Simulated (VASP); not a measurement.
A run of VASP 6.6.1 is set up as follows.

The input INCAR:

```
  GGA = RP
  ISMEAR = 0
  SIGMA = 0.03
  LWAVE = F
  LCHARG = F
  ISIF = 2
  PREC = Accurate
  LASPH = T
  LREAL = F
  ALGO = Normal
  EDIFF = 1E-6
  NELM = 120
  GGA_COMPAT = F
  ENCUT = 310
  EFERMI = MIDGAP
  KPAR = 8
  NBANDS = 32
```

File KPOINTS:

```
Automatic mesh
0
Gamma
  5 5 5
  0 0 0
```

POSCAR

```
PbSe
1.0
    0.0000000000     12.0007990000      3.1566964200
    3.1181510000      0.0000000000      3.1566964200
    3.1181510000     12.0007990000      0.0000000000
Pb Se
2 2
Direct
    0.8052670000      0.1907300000      0.8092700000
    0.1907300000      0.8052670000      0.1947330000
    0.2955810000      0.6744230000      0.3255770000
    0.6824218700      0.3035798700      0.6964201300
```

Potentials or basis: VASP PAW PBE potentials, release 64 (Pb_d, Se).

Run with:

```sh
$ cat potpaw_PBE.64/Pb_d/POTCAR potpaw_PBE.64/Se/POTCAR > POTCAR
$ mpirun -np 8 vasp_std > vasp.out
```

Q: Predict the pressure.

A: 0.3 GPa.

Q: What does it give for the largest force?

A: 0.120 eV/Å.

Forces in eV/Å, atoms in the order of the input:
```
Pb   0.000  0.120 -0.004
Pb   0.000 -0.117  0.001
Se   0.000  0.101  0.043
Se   0.000 -0.105 -0.040
```

Caveat: the cell differs from its parent crystal (last atom moved by 0.05 Å along z, cell strained by +1.0% along z); the PAW data sets were made with another functional, which shifts forces and pressure a little; spin-orbit coupling is left out, which moves the levels of the heavy elements; an odd mesh through Γ misses points on the zone boundary, where band edges can lie.
